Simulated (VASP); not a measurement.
Wanted: the native input for a VASP 6.6.1 run.

| Quantity | Value |
| --- | --- |
| Task | relaxation of cell and atoms |
| Functional | PBEsol |
| Potentials or basis | VASP PAW PBE potentials, release 64 (Ti_sv) |
| Cutoff | 600 eV |
| k mesh | 10 × 10 × 6 |
| Occupations | fermi-dirac, width 0.05 eV |
| Spin | no spin polarisation |
| Target pressure | 5 GPa |
| Dipole correction | no |
| Further INCAR settings | ALGO = Normal; EDIFF = 1e-06; IBRION = 2; EDIFFG = -0.005; NSW = 80; ISIF = 3 |

The structure of Ti lies in POSCAR:

```
Ti
1.0
    2.9500000000      0.0000000000      0.0000000000
   -1.4750000000      2.5547749412      0.0000000000
    0.0000000000      0.0000000000      4.6800000000
Ti
2
Direct
    0.6666666667      0.3333333333      0.7500000000
    0.3333333333      0.6666666667      0.2500000000
```

One way to write it, as run:

INCAR

```
SYSTEM = Ti
PREC = Accurate
ENCUT = 600
EDIFF = 1E-6
ISMEAR = -1
SIGMA = 0.05
LREAL = .FALSE.
LASPH = .TRUE.
NELM = 80
ALGO = Normal
ISIF = 3
LWAVE = .FALSE.
LCHARG = .FALSE.
GGA = PS
IBRION = 2
NSW = 80
EDIFFG = -0.005
PSTRESS = 50.0
```

KPOINTS

```
regular mesh
0
G
  10 10 6
  0 0 0
```

Potentials or basis: VASP PAW PBE potentials, release 64 (Ti_sv).

Run with:

```bash
$ cat potpaw_PBE.64/Ti_sv/POTCAR > POTCAR
$ mpirun -np 1 vasp_std > vasp.out
```

It gave:

```yaml
Relaxed_volume: 16.03 Å³/atom
Relaxed_cell: a = 2.863 Å, b = 2.863 Å, c = 4.516 Å, α = 90.00°, β = 90.00°, γ = 120.00°
Space_group_after_relaxing_to_0.05_Å: P6_3/mmc (No. 194)
Energy_change_on_relaxing_the_enthalpy_is_what_falls: -8.5 meV/atom
Ionic_steps: 8
Pressure_after_relaxing: 5.0 GPa
Band_gap_on_the_k_mesh: zero (band 12 reaches 9.89 eV, above the bottom of band 13 at 8.90 eV)
```

Caveat: the cell is relaxed towards a set pressure, so the enthalpy falls and the energy may rise; the PAW data sets were made with another functional, which shifts forces and pressure a little.

Run time: 2.7 min on 1 thread of Intel(R) Xeon(R) Platinum 8259CL CPU @ 2.50GHz (Skylake/Cascade Lake), with other jobs on the host, peak memory 0.19 GiB.
